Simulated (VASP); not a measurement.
SnGeTe3: single point with PBE

SnGeTe3:

```
CELL_PARAMETERS angstrom
5.17938 0.00000 0.00000
0.00000 5.17938 0.00000
0.00000 0.00000 5.17178
ATOMIC_POSITIONS crystal
Sn 0.00000 0.00000 0.99676
Ge 0.50000 0.50000 0.48507
Te 0.50000 0.00000 0.48536
Te 0.50000 0.50000 0.98504
Te 0.00000 0.50000 0.48536
```

The cell was built from a structure type or drawn by symmetry, and may not be a known phase.

- Program: VASP 6.6.1
- Task: single point
- Functional: PBE
- Potentials or basis: VASP PAW PBE potentials, release 64 (Sn_d, Ge_d, Te)
- Cutoff: 520 eV
- k mesh: 4 × 4 × 4
- Occupations: gaussian, width 0.1 eV
- Spin: no spin polarisation
- Dipole correction: no
- Further INCAR settings: ALGO = Normal; EDIFF = 1e-07; NBANDS = 31

```
Pressure               : 9.1 GPa
Largest force          : 0.128 eV/Å
Band gap on the k mesh : zero (bands 23 and 24 overlap by 1.96 eV)
```

Forces in eV/Å, atoms in the order of the input:
```
Sn   0.000  0.000  0.128
Ge   0.000  0.000  0.009
Te   0.000  0.000 -0.065
Te   0.000  0.000 -0.007
Te   0.000  0.000 -0.065
```

Stress tensor (GPa, compression positive):
```
9.07 0.00 0.00
0.00 9.07 0.00
0.00 0.00 9.18
```

Levels at points of the mesh, in eV from the Fermi level:
```csv
k point,band 21,band 22,band 23,band 24,band 25,band 26
"(0.00, 0.00, 0.00)",-1.45,-0.87,-0.87,-0.87,3.25,3.26
"(0.50, 0.00, 0.00)",-1.28,-0.69,-0.68,-0.18,1.72,1.93
"(0.50, 0.50, 0.00)",-2.01,-0.58,0.16,0.83,0.83,1.02
"(0.00, 0.00, 0.50)",-1.27,-0.69,-0.69,-0.17,1.72,1.92
"(0.50, 0.00, 0.50)",-2.02,-0.57,0.15,0.83,0.85,1.04
"(0.50, 0.50, 0.50)",1.08,1.09,1.09,1.37,1.37,1.40
```

Wall time 38 s on 1 thread of Intel(R) Xeon(R) 6975P-C (Granite Rapids), on a shared host, peak memory 0.28 GiB.

Caveat: the cell stands under pressure; spin-orbit coupling is left out, which moves the levels of the heavy elements.
